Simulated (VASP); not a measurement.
# H4BrN (P-43m) in VASP: single point with LDA

Aim: the single point of H4BrN with LDA.

Program: VASP 6.6.1. These are calculated values, not measurements. Logs are shortened: lines on timing, memory, paths and dates and some standing lists are left out, and cuts for length are marked.

## (1) The cell of the first run

The structure is cubic, space group P-43m (No. 215). Conventional cell: a = 3.634 Å, b = 3.634 Å, c = 3.634 Å, α = 90.00°, β = 90.00°, γ = 90.00°. H (site symmetry 3m) has 1 N at 1.05 Å within 1.4 Å. Within 2.8 Å of Br (site symmetry -43m) lie 4 H at 2.10 Å. N (site symmetry -43m) has 4 H at 1.05 Å within 1.4 Å.

## (2) Single point, LDA

The input, INCAR:

```
SYSTEM = H4BrN
ALGO     = Normal         ! electronic algorithm
EDIFF    = 1E-6           ! SCF threshold, eV
ENCUT    = 1330           ! plane-wave cutoff, eV
GGA      = CA             ! functional
GGA_COMPAT= .FALSE.      
ISIF     = 2              ! what is computed and relaxed
ISMEAR   = -1             ! smearing method
LASPH    = .TRUE.         ! aspherical terms in the spheres
LCHARG   = .FALSE.        ! write CHGCAR
LREAL    = .FALSE.        ! projectors in reciprocal space
LWAVE    = .FALSE.        ! write WAVECAR
NBANDS   = 17             ! bands
NELM     = 120            ! most SCF steps
PREC     = Accurate       ! precision mode
SIGMA    = 0.01           ! smearing width, eV
```

The input, KPOINTS:

```
k-points
0
G
  4 4 4
  0 0 0
```

The input, POSCAR:

```
H4BrN
1.0
    3.6344122097      0.0000000000      0.0000000000
    0.0000000000      3.6344122097      0.0000000000
    0.0000000000      0.0000000000      3.6344122097
H Br N
4 1 1
Direct
    0.1664715344      0.1664715344      0.1664715344
    0.1664715344      0.8335284656      0.8335284656
    0.8335284656      0.1664715344      0.8335284656
    0.8335284656      0.8335284656      0.1664715344
    0.5000000000      0.5000000000      0.5000000000
    0.0000000000      0.0000000000      0.0000000000
```

Potentials or basis: VASP PAW LDA potentials, release 64 (H_h, Br, N_h).

The run is started by

```console
> cat potpaw_LDA.64/H_h/POTCAR potpaw_LDA.64/Br/POTCAR potpaw_LDA.64/N_h/POTCAR > POTCAR
> mpirun -np 1 vasp_std > vasp.out
```

OUTCAR:

```text
SYSTEM = H4BrN
   EDIFF = 1E-6
   ENCUT = 1330
   GGA = CA
   ISIF = 2
   ISMEAR = -1
   LASPH = .TRUE.
   LREAL = .FALSE.
   NELM = 120
   PREC = Accurate

 ion  position               nearest neighbor table
   1  0.166  0.166  0.166-   6 1.05
   2  0.166  0.834  0.834-   6 1.05
   3  0.834  0.166  0.834-   6 1.05
   4  0.834  0.834  0.166-   6 1.05
   5  0.500  0.500  0.500-
   6  0.000  0.000  0.000-   1 1.05   2 1.05   3 1.05   4 1.05

  LATTYP: Found a simple cubic cell.
 ALAT       =     3.6344122097

  Lattice vectors:

 A1 = (   3.6344122097,   0.0000000000,   0.0000000000)
 A2 = (   0.0000000000,   3.6344122097,   0.0000000000)
 A3 = (   0.0000000000,   0.0000000000,   3.6344122097)

Analysis of symmetry for initial positions (statically):
=====================================================================
 Subroutine PRICEL returns:
 Original cell was already a primitive cell.

 Routine SETGRP: Setting up the symmetry group for a
 simple cubic supercell.

 Subroutine GETGRP returns: Found 24 space group operations
 (whereof 24 operations were pure point group operations)
 out of a pool of 48 trial point group operations.

The static configuration has the point symmetry T_d .

Analysis of symmetry for dynamics (positions and initial velocities):
=====================================================================
 Subroutine PRICEL returns:
 Original cell was already a primitive cell.

 Routine SETGRP: Setting up the symmetry group for a
 simple cubic supercell.

 Subroutine GETGRP returns: Found 24 space group operations
 (whereof 24 operations were pure point group operations)
 out of a pool of 48 trial point group operations.

The dynamic configuration has the point symmetry T_d .

 Subroutine INISYM returns: Found 24 space group operations
 (whereof 24 operations are pure point group operations),
 and found     1 'primitive' translations

----------------------------------------------------------------------------------------

                                     Primitive cell

  volume of cell :      48.0068

  direct lattice vectors                    reciprocal lattice vectors
     3.634412210  0.000000000  0.000000000     0.275147656  0.000000000  0.000000000
     0.000000000  3.634412210  0.000000000     0.000000000  0.275147656  0.000000000
     0.000000000  0.000000000  3.634412210     0.000000000  0.000000000  0.275147656

  length of vectors
     3.634412210  3.634412210  3.634412210     0.275147656  0.275147656  0.275147656

  position of ions in fractional coordinates (direct lattice)
     0.166471534  0.166471534  0.166471534
     0.166471534  0.833528466  0.833528466
     0.833528466  0.166471534  0.833528466
     0.833528466  0.833528466  0.166471534
     0.500000000  0.500000000  0.500000000
     0.000000000  0.000000000  0.000000000

  ion indices of the primitive-cell ions
   primitive index   ion index
                 1           1
                 2           2
                 3           3
                 4           4
                 5           5
                 6           6

----------------------------------------------------------------------------------------

 KPOINTS: k-points

Automatic generation of k-mesh.
 Grid dimensions read from file:
 generate k-points for:    4    4    4

 Generating k-lattice:

  Cartesian coordinates                     Fractional coordinates (reciprocal lattice)
     0.068786914  0.000000000  0.000000000     0.250000000  0.000000000  0.000000000
     0.000000000  0.068786914  0.000000000     0.000000000  0.250000000  0.000000000
     0.000000000  0.000000000  0.068786914     0.000000000  0.000000000  0.250000000

  Length of vectors
     0.068786914  0.068786914  0.068786914

  Shift w.r.t. Gamma in fractional coordinates (k-lattice)
     0.000000000  0.000000000  0.000000000

 Subroutine IBZKPT returns following result:
 ===========================================

 Found     10 irreducible k-points:

 Following reciprocal coordinates:
            Coordinates               Weight
  0.000000  0.000000  0.000000      1.000000
  0.250000  0.000000  0.000000      6.000000
  0.500000  0.000000  0.000000      3.000000
  0.250000  0.250000  0.000000     12.000000
  0.500000  0.250000  0.000000     12.000000
  0.500000  0.500000  0.000000      3.000000
  0.250000  0.250000  0.250000      8.000000
  0.500000  0.250000  0.250000     12.000000
  0.500000  0.500000  0.250000      6.000000
  0.500000  0.500000  0.500000      1.000000
   k-points           NKPTS =     10   k-points in BZ     NKDIM =     10   number of bands    NBANDS=     17
   number of dos      NEDOS =    301   number of ions     NIONS =      6
   total plane-waves  NPLWV = 110592
   dimension x,y,z NGX =    48 NGY =   48 NGZ =   48
   dimension x,y,z NGXF=    96 NGYF=   96 NGZF=   96
   ions per type =               4   1   1
   NGX,Y,Z   is equivalent  to a cutoff of  21.96, 21.96, 21.96 a.u.
   NGXF,Y,Z  is equivalent  to a cutoff of  43.91, 43.91, 43.91 a.u.
 SYSTEM =  H4BrN
   PREC   = accura    normal or accurate (medium, high low for compatibility)
   ISTART =      0    job   : 0-new  1-cont  2-samecut
   ICHARG =      2    charge: 1-file 2-atom 10-const
   ISPIN  =      1    spin polarized calculation?
   LNONCOLLINEAR =      F non collinear calculations
   LSORBIT =      F    spin-orbit coupling
   LASPH  =      T    aspherical Exc in radial PAW
   ENCUT  = 1330.0 eV  97.75 Ry    9.89 a.u.  10.81 10.81 10.81*2*pi/ulx,y,z
   NELM   =    120;   NELMIN=  2; NELMDL= -5     # of ELM steps
   EDIFF  = 0.1E-05   stopping-criterion for ELM
   LREAL  =      F    real-space projection
   EDIFFG = 0.1E-04   stopping-criterion for IOM
   NSW    =      0    number of steps for IOM
   IBRION =     -1    ionic relax: 0-MD 1-quasi-New 2-CG
   NFREE  =      0    steps in history (QN), initial steepest desc. (CG)
   ISIF   =      2    stress and relaxation
   ISYM   =      2    0-nonsym 1-usesym 2-fastsym
   POTIM  = 0.5000    time-step for ionic-motion
   TEBEG  =    0.0;   TEEND  =   0.0 temperature during run
   PSTRESS=    0.0 pullay stress
   NELECT =      16.0000    total number of electrons
   NUPDOWN=      -1.0000    fix difference up-down
   EMIN   =  10.00;   EMAX   =-10.00  energy-range for DOS
   EFERMI =   0.00;   METHOD = LEGACY
   ISMEAR =    -1;   SIGMA  =   0.01  broadening in eV -4-tet -1-fermi 0-gaus
   EFERMI_NEDOS =   21; number of points for ismear=-14 and -15
   IALGO  =     38    algorithm
   IMIX   =      4    mixing-type and parameters
     AMIX     =   0.40;   BMIX     =  1.00
     AMIX_MAG =   1.60;   BMIX_MAG =  1.00
  volume/ion in A,a.u.               =       8.00        53.99
  Fermi-wavevector in a.u.,A,eV,Ry     =   1.135047  2.144928 17.528827  1.288332
  Thomas-Fermi vector in A             =   2.271752
   LORBIT       =      0    0 simple, 1 ext, 2 COOP (PROOUT), +10 PAW based schemes
   GGA     = CA    functional components
   LHFCALC =     F    Hartree Fock is set to
   AEXX    =    0.0000 exact exchange contribution
   IVDW    =     0    specifies the selected vdW correction
   LEPSILON=     F    determine dielectric tensor
   LRPA    =     F    only Hartree local field effects (RPA)
 non-spin polarized calculation
  energy-cutoff  :     1330.00
  volume of cell :       48.01
 maximum number of plane-waves:      5400
 NGX is ok and might be reduce to    48
   NGX = 21   NGY = 21   NGZ = 21

 number of electron      16.0000000 magnetization

 Free energy of the ion-electron system (eV)
  ---------------------------------------------------
  ext. energy  EPLUGINS =         0.00000000
  ---------------------------------------------------
  free energy    TOTEN  =       -28.39935389 eV

  energy without entropy =      -28.39935389  energy(sigma->0) =      -28.39935389

 E-fermi :   1.9163     XC(G=0):  -9.9845

 val. band max:        1.6071361372   @ k =   0.0000   0.0000   0.0000
 cond. band min:       7.0073041091   @ k =   0.0000   0.0000   0.0000
 fundamental gap:      5.4001679719
 Fermi energy:         1.9163051858

 k-point     1 :       0.0000    0.0000    0.0000
  band No.  band energies     occupation
      1     -16.1655      2.00000
      2     -11.5520      2.00000
      3      -5.3617      2.00000
      4      -5.3617      2.00000
      5      -5.3617      2.00000
      6       1.6071      2.00000
[... 9 lines left out ...]
     16      18.4400      0.00000
     17      18.6446      0.00000

 k-point     2 :       0.2500    0.0000    0.0000
  band No.  band energies     occupation
      1     -15.9692      2.00000
      2     -11.8004      2.00000
      3      -5.3218      2.00000
      4      -5.2289      2.00000
      5      -5.2289      2.00000
      6      -0.0095      2.00000
[... 9 lines left out ...]
     16      16.3543      0.00000
     17      16.3543      0.00000

 k-point     3 :       0.5000    0.0000    0.0000
  band No.  band energies     occupation
      1     -15.7420      2.00000
      2     -12.0951      2.00000
      3      -5.1555      2.00000
      4      -5.0858      2.00000
      5      -5.0858      2.00000
      6      -1.2548      2.00000
[... 9 lines left out ...]
     16      14.8023      0.00000
     17      14.8023      0.00000

 k-point     4 :       0.2500    0.2500    0.0000
  band No.  band energies     occupation
      1     -15.8170      2.00000
      2     -11.8127      2.00000
      3      -5.8910      2.00000
      4      -5.2796      2.00000
      5      -4.9434      2.00000
      6      -0.1996      2.00000
[... 9 lines left out ...]
     16      16.5405      0.00000
     17      16.7121      0.00000

 k-point     5 :       0.5000    0.2500    0.0000
  band No.  band energies     occupation
      1     -15.6491      2.00000
      2     -11.8566      2.00000
      3      -5.8020      2.00000
      4      -5.7997      2.00000
      5      -4.8683      2.00000
      6      -0.4009      2.00000
[... 9 lines left out ...]
     16      15.9382      0.00000
     17      17.2487      0.00000

 k-point     6 :       0.5000    0.5000    0.0000
  band No.  band energies     occupation
      1     -15.5516      2.00000
      2     -11.5782      2.00000
      3      -6.3715      2.00000
      4      -6.3715      2.00000
      5      -4.7778      2.00000
      6       0.4587      2.00000
[... 9 lines left out ...]
     16      17.7280      0.00000
     17      18.9407      0.00000

 k-point     7 :       0.2500    0.2500    0.2500
  band No.  band energies     occupation
      1     -15.6968      2.00000
      2     -11.7236      2.00000
      3      -5.6931      2.00000
      4      -5.6931      2.00000
      5      -5.2151      2.00000
      6       0.3069      2.00000
[... 9 lines left out ...]
     16      16.0945      0.00000
     17      16.8804      0.00000

 k-point     8 :       0.5000    0.2500    0.2500
  band No.  band energies     occupation
      1     -15.5682      2.00000
      2     -11.6403      2.00000
      3      -5.9819      2.00000
      4      -5.5744      2.00000
      5      -5.4688      2.00000
      6      -0.2322      2.00000
[... 9 lines left out ...]
     16      16.7916      0.00000
     17      17.9341      0.00000

 k-point     9 :       0.5000    0.5000    0.2500
  band No.  band energies     occupation
      1     -15.4840      2.00000
      2     -11.3928      2.00000
      3      -6.1208      2.00000
      4      -6.1208      2.00000
      5      -5.3136      2.00000
      6      -0.2111      2.00000
[... 9 lines left out ...]
     16      17.8273      0.00000
     17      20.3687      0.00000

 k-point    10 :       0.5000    0.5000    0.5000
  band No.  band energies     occupation
      1     -15.4141      2.00000
      2     -11.1854      2.00000
      3      -5.8231      2.00000
      4      -5.8231      2.00000
      5      -5.8231      2.00000
      6      -0.8877      2.00000
[... 9 lines left out ...]
     16      20.7942      0.00000
     17      20.7942      0.00000

------------------------ aborting loop because EDIFF is reached ----------------------------------------

  FORCE on cell =-STRESS in cart. coord.  units (eV):
  Direction    XX          YY          ZZ          XY          YZ          ZX
  --------------------------------------------------------------------------------------
  -------------------------------------------------------------------------------------
  Total        3.0649074      3.0649074      3.0649074      0.0000000      0.0000000      0.0000000
  in kB      102.2881645    102.2881645    102.2881645      0.0000000      0.0000000      0.0000000
  external PRESSURE =     102.2881645 kB  Pullay stress =       0.0000000 kB

 VOLUME and BASIS-vectors are now :
 -----------------------------------------------------------------------------
  energy-cutoff  :     1330.00
  volume of cell :       48.01
      direct lattice vectors                 reciprocal lattice vectors
     3.634412210  0.000000000  0.000000000     0.275147656  0.000000000  0.000000000
     0.000000000  3.634412210  0.000000000     0.000000000  0.275147656  0.000000000
     0.000000000  0.000000000  3.634412210     0.000000000  0.000000000  0.275147656

 POSITION                                       TOTAL-FORCE (eV/Angst)
 -----------------------------------------------------------------------------------
      0.60503      0.60503      0.60503         0.034895      0.034895      0.034895
      0.60503      3.02939      3.02939         0.034895     -0.034895     -0.034895
      3.02939      0.60503      3.02939        -0.034895      0.034895     -0.034895
      3.02939      3.02939      0.60503        -0.034895     -0.034895      0.034895
      1.81721      1.81721      1.81721        -0.000000     -0.000000     -0.000000
      0.00000      0.00000      0.00000        -0.000000     -0.000000     -0.000000
 -----------------------------------------------------------------------------------
    total drift:                                0.000000     -0.000000      0.000000

  FREE ENERGIE OF THE ION-ELECTRON SYSTEM (eV)
  ---------------------------------------------------
  free  energy   TOTEN  =       -28.3993538911 eV

  energy  without entropy=      -28.3993538911  energy(sigma->0) =      -28.39935389
```

Run time: 19 s. Hardware: 1 thread of AMD EPYC 9R45 (Zen 5), shared host; peak memory 0.25 GiB.

What came out:

- Free energy: -28.3994 eV
- Pressure: 10.2 GPa
- Largest force: 0.060 eV/Å
- Band gap on the k mesh: 5.40 eV

Forces in eV/Å, atoms in the order of the input:
```
H    0.035  0.035  0.035
H    0.035 -0.035 -0.035
H   -0.035  0.035 -0.035
H   -0.035 -0.035  0.035
Br   0.000  0.000  0.000
N    0.000  0.000  0.000
```

Caveat: the k points lie up to 0.43 Å⁻¹ apart.
